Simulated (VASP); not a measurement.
Wanted: the native input for a VASP 6.6.1 run.

| Property | Result |
| --- | --- |
| Task | single point |
| Functional | PBE |
| Dispersion | D3(BJ) |
| Potentials or basis | VASP PAW PBE potentials, release 64 (Pb_d, S) |
| Cutoff | 520 eV |
| k mesh | 2 × 2 × 2, shifted |
| Occupations | fermi-dirac, width 0.2241 eV |
| Spin | no spin polarisation |
| Dipole correction | no |
| Further INCAR settings | LREAL = Auto; ALGO = Normal; EDIFF = 1e-07; NBANDS = 94 |

The structure of PbS lies in POSCAR:

```
PbS
1.0
    0.0000000000      4.3670684196     -6.1756104229
    0.0000000000      4.3670684196      6.1756104229
    8.7054184037      0.0000000000      0.0000000000
Pb S
8 8
Direct
    1.0123048466      0.7512885438      0.1363120008
    0.4892373759      0.2333153063      0.1290596210
    0.0135082559      0.7500197404      0.6110759705
    0.4860686227      0.2130994934      0.6372231342
    0.0288912550      0.2465324124      0.8953221590
    0.4996048676      0.7301205418      0.8794042566
    0.9974578556      0.2560901711      0.3621442249
    0.5110447029      0.7535789461      0.3935273230
    0.7472425749      0.5436840739      0.8993645839
    0.2538952893     -0.0229259288      0.8916914317
    0.7126667782      0.5287529750      0.3861336520
    0.1724276892      1.0286013527      0.3818765332
    0.2300755206      0.4815444271      0.1353809714
    0.7079106166      0.9844102471      0.1328017731
    0.2495857888      0.4792688327      0.6029058865
    0.7291239315      0.0301206421      0.6610219903
```

This cell differs from its parent crystal: dynamics (nvt langevin) at 2600 K, volume x 1.1, from the last frame before.

The input as run:

INCAR

```
ALGO     = Normal         # electronic algorithm
EDIFF    = 1E-7           # SCF threshold, eV
ENCUT    = 520            # plane-wave cutoff, eV
GGA      = PE             # functional
ISIF     = 2              # what is computed and relaxed
ISMEAR   = -1             # smearing method
IVDW     = 12             # dispersion correction
LASPH    = T              # aspherical terms in the spheres
LCHARG   = F              # write CHGCAR
LREAL    = Auto         
LWAVE    = F              # write WAVECAR
NBANDS   = 94             # bands
NELM     = 80             # most SCF steps
PREC     = Accurate       # precision mode
SIGMA    = 0.2241         # smearing width, eV
```

KPOINTS

```
Automatic mesh
0
Gamma
  2 2 2
  0.5 0.5 0.5
```

Potentials or basis: VASP PAW PBE potentials, release 64 (Pb_d, S).

The run is started by

```console
$ cat potpaw_PBE.64/Pb_d/POTCAR potpaw_PBE.64/S/POTCAR > POTCAR
$ mpirun -np 1 vasp_std > vasp.out
```

Results of the run:

```json
{"Pressure": "-2.0 GPa", "Largest force": "1.960 eV/Å", "Band gap on the k mesh": "1.66 eV (least direct gap 1.68 eV)", "Dispersion energy per atom": "-0.320 eV"}
```

Caveat: the atoms stand as in a frame of molecular dynamics; spin-orbit coupling is left out, which moves the levels of the heavy elements; a shifted mesh leaves out Γ, where band edges can lie; forces of over 1 eV/Å act on the atoms, so gaps and moduli don't describe the material at rest.

Wall time 3.1 min on 1 thread of Intel(R) Xeon(R) 6975P-C (Granite Rapids), with other jobs on the host, peak memory 0.51 GiB.
